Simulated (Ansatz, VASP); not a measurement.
**One calculation of CdTe, two programs**

INCAR

```
SYSTEM = CdTe
PREC     = Accurate       ! precision mode
ENCUT    = 600            ! plane-wave cutoff, eV
EDIFF    = 1E-7           ! SCF threshold, eV
ISMEAR   = -1             ! smearing method
SIGMA    = 0.05           ! smearing width, eV
LREAL    = .FALSE.        ! projectors in reciprocal space
LASPH    = .TRUE.         ! aspherical terms in the spheres
NELM     = 60             ! most SCF steps
ALGO     = Normal         ! electronic algorithm
ISIF     = 3              ! what is computed and relaxed
LWAVE    = .FALSE.        ! write WAVECAR
LCHARG   = .FALSE.        ! write CHGCAR
GGA      = RP             ! functional
IVDW     = 13             ! dispersion correction
IBRION   = 2              ! ionic algorithm
NSW      = 60             ! ionic steps
EDIFFG   = -0.01          ! ionic threshold
```

Contents of KPOINTS:

```
Automatic mesh
0
G
  7 7 7
  0 0 0
```

The input POSCAR:

```
CdTe
1.0
    0.0000000000      3.2050000000      3.2050000000
    3.2050000000      0.0000000000      3.2050000000
    3.2050000000      3.2050000000      0.0000000000
Te Cd
1 1
Direct
    0.7500000000      0.7500000000      0.7500000000
    0.0000000000      0.0000000000      0.0000000000
```

File input.yaml:

```yaml
crystal:
  lattice:
    - [0.0, 3.205, 3.205]
    - [3.205, 0.0, 3.205]
    - [3.205, 3.205, 0.0]
  atoms:
    - { symbol: Te, position: [0.75, 0.75, 0.75] }
    - { symbol: Cd, position: [0.0, 0.0, 0.0] }
hamiltonian:
  xc: rpbe
  pseudopotentials: { kind: paw }
  dispersion: d4
kpoints:
  mp_grid: { grid: [7, 7, 7] }
scf:
  occupations: { method: fermi_dirac, width: 0.05 }
output:
  forces: true
  stress: true
  write_density: true
  write_potential: true
  elf: true
  volumetric_format: npy
relax:
  f_tol: 0.01
  max_steps: 40
  cell: { stress_tol: 0.05 }
```

Alike in both runs: task relaxation of cell and atoms; functional RPBE; dispersion D4; k mesh 7 × 7 × 7; occupations fermi-dirac, width 0.05 eV; no spin polarisation.

|  | VASP | Ansatz |
| --- | --- | --- |
| version | VASP 6.6.1 | Ansatz 0.2.0 |
| potentials or method | VASP PAW PBE potentials, release 64 (Te, Cd) | Ansatz PAW |
| plane-wave cutoff (eV) | 600 | 420 |
| valence electrons in the cell | 18 | 36 |

Ansatz gave:

```
gap on the k mesh at the Fermi level, each at its own relaxed structure (eV) : 0.87
relaxed volume (Å³/atom)                                                     : 34.60
relaxed cell length with the largest relative difference (Å)                 : 4.608
```

Estimate VASP's values.

gap on the k mesh at the Fermi level, each at its own relaxed structure (eV): 0.86; relaxed volume (Å³/atom): 34.67; relaxed cell length with the largest relative difference (Å): 4.611.

VASP's potentials were made for PBE, not for RPBE. VASP's potentials hold 18 valence electrons a cell and Ansatz's 36, so a difference there can come from the potentials and not from the codes.

Neither program's run includes spin-orbit coupling. Noted on Ansatz's run: odd divisions of the mesh miss points on the zone boundary, where band edges often lie, so the gap on the mesh can be too wide; the plane-wave basis is chosen anew once the cell has moved, so the energies of steps on either side of that aren't comparable.
